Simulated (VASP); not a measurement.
Wanted: the native input for a VASP 6.6.1 run.

```yaml
Task: single point
Functional: PBEsol
Potentials_or_basis: VASP PAW PBE potentials, release 64 (Mg, S)
Cutoff: 600 eV
k_mesh: 6 × 6 × 6
Occupations: gaussian, width 0.1 eV
Spin: no spin polarisation
Dipole_correction: no
Further_INCAR_settings: ALGO = Normal; EDIFF = 1e-06; NBANDS = 11
```

The structure of MgS (sol) lies in POSCAR:

```
MgS
1.0
    0.0000000000      2.8100000000      2.8100000000
    2.8100000000      0.0000000000      2.8100000000
    2.8100000000      2.8100000000      0.0000000000
Mg S
1 1
Direct
    0.0000000000      0.0000000000      0.0000000000
    0.2500000000      0.2500000000      0.2500000000
```

One way to write it, as run:

INCAR

```
  PREC = Accurate
  ENCUT = 600
  EDIFF = 1E-6
  ISMEAR = 0
  SIGMA = 0.1
  LREAL = F
  LASPH = T
  NELM = 120
  ALGO = Normal
  ISIF = 2
  LWAVE = F
  LCHARG = F
  GGA = PS
  NBANDS = 11
  GGA_COMPAT = F
```

KPOINTS

```
regular mesh
0
Gamma
  6 6 6
```

Potentials or basis: VASP PAW PBE potentials, release 64 (Mg, S).

Run with:

```console
$ cat potpaw_PBE.64/Mg/POTCAR potpaw_PBE.64/S/POTCAR > POTCAR
$ mpirun -np 1 vasp_std > vasp.out
```

Results of the run:

```json
{
 "Pressure": "1.0 GPa",
 "Band gap on the k mesh": "3.40 eV, direct"
}
```

Caveat: the PAW data sets were made with another functional, which shifts forces and pressure a little.

Wall time 16 s on 1 thread of Intel Xeon 8259CL, on a shared host, peak memory 0.17 GiB.
